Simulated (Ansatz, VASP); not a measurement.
**One calculation of C, two programs**

```
C
1.0
     0.00000    1.78337    1.78337
     1.78337    0.00000    1.78337
     1.78337    1.78337    0.00000
C
2
Direct
  0.75000 0.75000 0.75000
  0.50000 0.50000 0.50000
```

Alike in both runs: task single point; functional PBE; k mesh 6 × 6 × 6; occupations fermi-dirac, width 0.04 eV; no spin polarisation.

|  | VASP | Ansatz |
| --- | --- | --- |
| version | VASP 6.6.1 | Ansatz 0.2.0 |
| potentials or method | VASP PAW PBE potentials, release 64 (C), cutoff 520 eV | all-electron LAPW, scalar-relativistic |

VASP gave:

* gap on the k mesh at the Fermi level (eV): 4.15
* least direct gap on the mesh (eV): 5.59
* pressure (GPa): 2.5

Problem. Which values does Ansatz return?

Solution. gap on the k mesh at the Fermi level (eV): 4.16; least direct gap on the mesh (eV): 5.60; pressure (GPa): 1.8.

Ansatz ran all-electron here, and VASP with PAW potentials.

The k mesh is coarse, so the values compare programs but aren't converged.
